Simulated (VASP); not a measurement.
# Mo (Im-3m) in VASP: a series of runs

Mo is run at these levels: PBEsol; tasks: single point, relaxation of cell and atoms.

All numbers are computed with VASP 6.6.1; they aren't measurements. Logs are shortened: lines on timing, memory, paths and dates and some standing lists are left out, and cuts for length are marked.

## Step 1: The cell of the first run

It takes space group Im-3m (No. 229, cubic). The conventional cell has a = 3.129 Å, b = 3.129 Å, c = 3.129 Å, α = 90.00°, β = 90.00°, γ = 90.00°. Within 3.6 Å of Mo (site symmetry m-3m) lie 14 Mo at 2.71 to 3.13 Å.

## Step 2: Single point, PBEsol

INCAR reads:

```
PREC = Accurate
ENCUT = 520
EDIFF = 1E-7
ISMEAR = 0
SIGMA = 0.1
LREAL = F
LASPH = T
NELM = 60
ALGO = Normal
ISIF = 2
LWAVE = F
LCHARG = T
GGA = PS
LELF = T
LVHAR = T
NBANDS = 13
```

KPOINTS reads:

```
regular mesh
0
Gamma
  18 18 18
```

POSCAR reads:

```
Mo
1.0
   -1.5646534271      1.5646534271      1.5646534271
    1.5646534271     -1.5646534271      1.5646534271
    1.5646534271      1.5646534271     -1.5646534271
Mo
1
Direct
    0.0000000000      0.0000000000      0.0000000000
```

Potentials or basis: VASP PAW PBE potentials, release 64 (Mo_sv).

Run with:

```sh
> cat potpaw_PBE.64/Mo_sv/POTCAR > POTCAR
> mpirun -np 1 vasp_std > vasp.out
```

OUTCAR:

```text
PREC = Accurate
   ENCUT = 520
   EDIFF = 1E-7
   ISMEAR = 0
   LREAL = F
   LASPH = T
   NELM = 60
   ISIF = 2
   GGA = PS

 ion  position               nearest neighbor table
   1  0.000  0.000  0.000-

  LATTYP: Found a body centered cubic cell.
 ALAT       =     3.1293068542

  Lattice vectors:

 A1 = (  -1.5646534271,   1.5646534271,   1.5646534271)
 A2 = (   1.5646534271,  -1.5646534271,   1.5646534271)
 A3 = (   1.5646534271,   1.5646534271,  -1.5646534271)

Analysis of symmetry for initial positions (statically):
=====================================================================
 Subroutine PRICEL returns:
 Original cell was already a primitive cell.

 Routine SETGRP: Setting up the symmetry group for a
 body centered cubic supercell.

 Subroutine GETGRP returns: Found 48 space group operations
 (whereof 48 operations were pure point group operations)
 out of a pool of 48 trial point group operations.

The static configuration has the point symmetry O_h .

Analysis of symmetry for dynamics (positions and initial velocities):
=====================================================================
 Subroutine PRICEL returns:
 Original cell was already a primitive cell.

 Routine SETGRP: Setting up the symmetry group for a
 body centered cubic supercell.

 Subroutine GETGRP returns: Found 48 space group operations
 (whereof 48 operations were pure point group operations)
 out of a pool of 48 trial point group operations.

The dynamic configuration has the point symmetry O_h .

 Subroutine INISYM returns: Found 48 space group operations
 (whereof 48 operations are pure point group operations),
 and found     1 'primitive' translations

----------------------------------------------------------------------------------------

                                     Primitive cell

  volume of cell :      15.3220

  direct lattice vectors                    reciprocal lattice vectors
    -1.564653427  1.564653427  1.564653427     0.000000000  0.319559585  0.319559585
     1.564653427 -1.564653427  1.564653427     0.319559585  0.000000000  0.319559585
     1.564653427  1.564653427 -1.564653427     0.319559585  0.319559585  0.000000000

  length of vectors
     2.710059232  2.710059232  2.710059232     0.451925499  0.451925499  0.451925499

  position of ions in fractional coordinates (direct lattice)
     0.000000000  0.000000000  0.000000000

  ion indices of the primitive-cell ions
   primitive index   ion index
                 1           1

----------------------------------------------------------------------------------------

 KPOINTS: regular mesh

Automatic generation of k-mesh.
 Grid dimensions read from file:
 generate k-points for:   18   18   18

 Generating k-lattice:

  Cartesian coordinates                     Fractional coordinates (reciprocal lattice)
     0.000000000  0.017753310  0.017753310     0.055555556  0.000000000  0.000000000
     0.017753310  0.000000000  0.017753310     0.000000000  0.055555556  0.000000000
     0.017753310  0.017753310  0.000000000     0.000000000  0.000000000  0.055555556

  Length of vectors
     0.025106972  0.025106972  0.025106972

  Shift w.r.t. Gamma in fractional coordinates (k-lattice)
     0.000000000  0.000000000  0.000000000

 Subroutine IBZKPT returns following result:
 ===========================================

 Found    195 irreducible k-points:

 Following reciprocal coordinates:
            Coordinates               Weight
  0.000000  0.000000  0.000000      1.000000
  0.055556  0.000000  0.000000     12.000000
  0.111111  0.000000  0.000000     12.000000
  0.166667  0.000000  0.000000     12.000000
  0.222222  0.000000  0.000000     12.000000
  0.277778  0.000000  0.000000     12.000000
[... 16 lines left out ...]
  0.333333  0.111111 -0.000000     48.000000
  0.388889  0.111111  0.000000     48.000000
 [... further k-points ...]
   k-points           NKPTS =    195   k-points in BZ     NKDIM =    195   number of bands    NBANDS=     13
   number of dos      NEDOS =    301   number of ions     NIONS =      1
   total plane-waves  NPLWV =   8000
   dimension x,y,z NGX =    20 NGY =   20 NGZ =   20
   dimension x,y,z NGXF=    40 NGYF=   40 NGZF=   40
   ions per type =               1
   NGX,Y,Z   is equivalent  to a cutoff of  12.27, 12.27, 12.27 a.u.
   NGXF,Y,Z  is equivalent  to a cutoff of  24.54, 24.54, 24.54 a.u.
 SYSTEM =  unknown system
   PREC   = accura    normal or accurate (medium, high low for compatibility)
   ISTART =      0    job   : 0-new  1-cont  2-samecut
   ICHARG =      2    charge: 1-file 2-atom 10-const
   ISPIN  =      1    spin polarized calculation?
   LNONCOLLINEAR =      F non collinear calculations
   LSORBIT =      F    spin-orbit coupling
   LASPH  =      T    aspherical Exc in radial PAW
   ENCUT  =  520.0 eV  38.22 Ry    6.18 a.u.   5.04  5.04  5.04*2*pi/ulx,y,z
   NELM   =     60;   NELMIN=  2; NELMDL= -5     # of ELM steps
   EDIFF  = 0.1E-06   stopping-criterion for ELM
   LREAL  =      F    real-space projection
   EDIFFG = 0.1E-05   stopping-criterion for IOM
   NSW    =      0    number of steps for IOM
   IBRION =     -1    ionic relax: 0-MD 1-quasi-New 2-CG
   NFREE  =      0    steps in history (QN), initial steepest desc. (CG)
   ISIF   =      2    stress and relaxation
   ISYM   =      2    0-nonsym 1-usesym 2-fastsym
   POTIM  = 0.5000    time-step for ionic-motion
   TEBEG  =    0.0;   TEEND  =   0.0 temperature during run
   PSTRESS=    0.0 pullay stress
   NELECT =      14.0000    total number of electrons
   NUPDOWN=      -1.0000    fix difference up-down
   EMIN   =  10.00;   EMAX   =-10.00  energy-range for DOS
   EFERMI =   0.00;   METHOD = LEGACY
   ISMEAR =     0;   SIGMA  =   0.10  broadening in eV -4-tet -1-fermi 0-gaus
   EFERMI_NEDOS =   21; number of points for ismear=-14 and -15
   IALGO  =     38    algorithm
   IMIX   =      4    mixing-type and parameters
     AMIX     =   0.40;   BMIX     =  1.00
     AMIX_MAG =   1.60;   BMIX_MAG =  1.00
  volume/ion in A,a.u.               =      15.32       103.40
  Fermi-wavevector in a.u.,A,eV,Ry     =   1.588593  3.002006 34.336047  2.523628
  Thomas-Fermi vector in A             =   2.687573
   LORBIT       =      0    0 simple, 1 ext, 2 COOP (PROOUT), +10 PAW based schemes
   GGA     = PS    functional components
   LHFCALC =     F    Hartree Fock is set to
   AEXX    =    0.0000 exact exchange contribution
   IVDW    =     0    specifies the selected vdW correction
   LEPSILON=     F    determine dielectric tensor
   LRPA    =     F    only Hartree local field effects (RPA)
 non-spin polarized calculation
 Gauss-broadening in eV      SIGMA  =   0.10
  energy-cutoff  :      520.00
  volume of cell :       15.32
 maximum number of plane-waves:       426
   NGX =  9   NGY =  9   NGZ =  9

 number of electron      13.9999998 magnetization

 Free energy of the ion-electron system (eV)
  ---------------------------------------------------
  ext. energy  EPLUGINS =         0.00000000
  ---------------------------------------------------
  free energy    TOTEN  =       -11.77799002 eV

  energy without entropy =      -11.77567683  energy(sigma->0) =      -11.77683343

 E-fermi :  12.8087     XC(G=0): -13.6420

 val. band max:       12.8072739834   @ k =  -0.3889   0.4444   0.2778
 cond. band min:      12.8131431234   @ k =   0.3889   0.1111   0.0000
 fundamental gap:      0.0058691400
 Fermi energy:        12.8087015264

 k-point     1 :       0.0000    0.0000    0.0000
  band No.  band energies     occupation
      1     -48.4074      2.00000
      2     -21.6467      2.00000
      3     -21.6467      2.00000
      4     -21.6467      2.00000
      5       5.4387      2.00000
      6      11.3836      2.00000
      7      11.3836      2.00000
      8      11.3836      2.00000
      9      14.4733      0.00000
     10      14.4733      0.00000
     11      27.6265      0.00000
     12      27.6265      0.00000
     13      27.6265      0.00000

 k-point     2 :       0.0556    0.0000    0.0000
  band No.  band energies     occupation
      1     -48.3990      2.00000
      2     -21.6955      2.00000
      3     -21.6616      2.00000
      4     -21.6471      2.00000
      5       5.5794      2.00000
      6      11.3030      2.00000
      7      11.3706      2.00000
      8      11.5158      2.00000
      9      14.3519      0.00000
     10      14.4750      0.00000
     11      27.7351      0.00000
     12      27.8640      0.00000
     13      27.9162      0.00000

 k-point     3 :       0.1111    0.0000    0.0000
  band No.  band energies     occupation
      1     -48.3744      2.00000
      2     -21.8344      2.00000
      3     -21.7045      2.00000
      4     -21.6482      2.00000
      5       5.9806      2.00000
      6      11.0794      2.00000
      7      11.3132      2.00000
      8      11.9075      2.00000
      9      14.0861      0.00000
     10      14.4857      0.00000
     11      27.9976      0.00000
     12      28.5560      0.00000
     13      28.6414      0.00000
[... 305 lines left out ...]
 k-point    23 :       0.3333    0.1111   -0.0000
  band No.  band energies     occupation
      1     -48.1424      2.00000
      2     -22.9519      2.00000
      3     -22.1165      2.00000
      4     -21.7231      2.00000
      5       7.8880      2.00000
      6       9.5757      2.00000
      7      12.1676      2.00000
      8      14.2652      0.00000
      9      15.3023      0.00000
     10      17.4525      0.00000
     11      25.6322      0.00000
     12      26.4162      0.00000
     13      30.9548      0.00000

 k-point    24 :       0.3889    0.1111    0.0000
  band No.  band energies     occupation
      1     -48.1182      2.00000
      2     -23.0561      2.00000
      3     -22.1662      2.00000
      4     -21.7254      2.00000
      5       7.7421      2.00000
      6       9.4454      2.00000
      7      12.8131      0.94991
      8      14.3895      0.00000
      9      15.5677      0.00000
     10      18.3555      0.00000
     11      24.7539      0.00000
     12      25.6560      0.00000
     13      30.0144      0.00000

 [... further k-points ...]
[... 5 lines left out ...]
  --------------------------------------------------------------------------------------
  -------------------------------------------------------------------------------------
  Total        0.0529892      0.0529892      0.0529892      0.0000000      0.0000000      0.0000000
  in kB        5.5409365      5.5409365      5.5409365      0.0000000      0.0000000      0.0000000
  external PRESSURE =       5.5409365 kB  Pullay stress =       0.0000000 kB

 VOLUME and BASIS-vectors are now :
 -----------------------------------------------------------------------------
  energy-cutoff  :      520.00
  volume of cell :       15.32
      direct lattice vectors                 reciprocal lattice vectors
    -1.564653427  1.564653427  1.564653427     0.000000000  0.319559585  0.319559585
     1.564653427 -1.564653427  1.564653427     0.319559585  0.000000000  0.319559585
     1.564653427  1.564653427 -1.564653427     0.319559585  0.319559585  0.000000000

 POSITION                                       TOTAL-FORCE (eV/Angst)
 -----------------------------------------------------------------------------------
      0.00000      0.00000      0.00000         0.000000      0.000000      0.000000
 -----------------------------------------------------------------------------------
    total drift:                                0.000000      0.000000      0.000000

  FREE ENERGIE OF THE ION-ELECTRON SYSTEM (eV)
  ---------------------------------------------------
  free  energy   TOTEN  =       -11.7779900248 eV

  energy  without entropy=      -11.7756768307  energy(sigma->0) =      -11.77683343
```

It took 12 s on 1 thread of Intel Xeon 6975P-C (Granite Rapids), shared host; peak memory 0.15 GiB.

What came out:

```
Free energy            : -11.7780 eV
Pressure               : 0.6 GPa
Band gap on the k mesh : zero (band 7 reaches 16.92 eV, above the bottom of band 8 at 11.38 eV)
```

Levels at points of the mesh, in eV from the Fermi level:
```
           k point  band 4  band 5  band 6  band 7  band 8  band 9  band 10  band 11
(0.00, 0.00, 0.00)  -34.46   -7.37   -1.43   -1.43   -1.43    1.66     1.66    14.82
(0.50, 0.00, 0.00)  -34.47   -5.49   -3.53    1.66    1.71    2.36     4.90    11.93
(0.50, 0.50, 0.50)  -35.49   -5.64   -5.64    4.11    4.11    4.11     9.16     9.16
```

Caveat: the PAW data sets were made with another functional, which shifts forces and pressure a little.

## Step 3: Relaxation of cell and atoms, PBEsol

This run uses another cell than the first one, of 15.51 Å³/atom, 1.012 times its volume.

INCAR reads:

```
ALGO = Fast ; EDIFF = 1E-7
EDIFFG = -0.005 ; ENCUT = 600
GGA = PS ; IBRION = 2
ISIF = 3 ; ISMEAR = 0
LASPH = T ; LCHARG = F
LREAL = F ; LWAVE = F
NELM = 80 ; NSW = 100
PREC = Accurate ; SIGMA = 0.1
```

KPOINTS reads:

```
k-points
0
Gamma
  18 18 18
```

POSCAR reads:

```
Mo
1.0
   -1.5710000000      1.5710000000      1.5710000000
    1.5710000000     -1.5710000000      1.5710000000
    1.5710000000      1.5710000000     -1.5710000000
Mo
1
Direct
    0.0000000000      0.0000000000      0.0000000000
```

Potentials or basis: VASP PAW PBE potentials, release 64 (Mo_sv).

Run with:

```sh
> cat potpaw_PBE.64/Mo_sv/POTCAR > POTCAR
> mpirun -np 1 vasp_std > vasp.out
```

Run time: 34 s. Hardware: 1 thread of Intel Xeon 6975P-C (Granite Rapids), shared host; peak memory 0.18 GiB.

Results (log left out):

| Quantity | Value |
| --- | --- |
| Free energy | -11.7784 eV |
| Relaxed volume | 15.35 Å³/atom |
| Relaxed cell | a = 2.712 Å, b = 2.712 Å, c = 2.712 Å, α = 109.47°, β = 109.47°, γ = 109.47° |
| Space group after relaxing (to 0.05 Å) | Im-3m (No. 229) |
| Energy gained by relaxing | 1.5 meV/atom |
| Ionic steps | 3 |
| Pressure after relaxing | 0.0 GPa |
| Band gap on the k mesh | zero (band 7 reaches 16.88 eV, above the bottom of band 8 at 11.36 eV) |

Step by step:
| step | energy change (eV) | largest force (eV/Å) | pressure (GPa) | volume (Å³) |
| --- | --- | --- | --- | --- |
| 1 | 0.0000 | 0.0000 | -2.90 | 15.51 |
| 2 | 0.0113 | 0.0000 | 9.25 | 14.89 |
| 3 | -0.0015 | 0.0000 | 0.00 | 15.35 |

Final structure:
```xyz
1
Lattice="-1.5655 1.5655 1.5655 1.5655 -1.5655 1.5655 1.5655 1.5655 -1.5655" Properties=species:S:1:pos:R:3 pbc="T T T"
Mo    0.0000    0.0000    0.0000
```

Levels at points of the mesh, in eV from the Fermi level:
```csv
k point,band 3,band 4,band 5,band 6,band 7,band 8,band 9,band 10,band 11
"(0.00, 0.00, 0.00)",-34.46,-34.46,-7.36,-1.42,-1.42,-1.42,1.66,1.66,14.82
"(0.50, 0.00, 0.00)",-34.93,-34.47,-5.48,-3.52,1.66,1.71,2.35,4.89,11.95
"(0.50, 0.50, 0.50)",-35.49,-35.49,-5.63,-5.63,4.10,4.10,4.10,9.15,9.15
```

Caveat: the PAW data sets were made with another functional, which shifts forces and pressure a little.

(Part 1 of 2 ends here.)
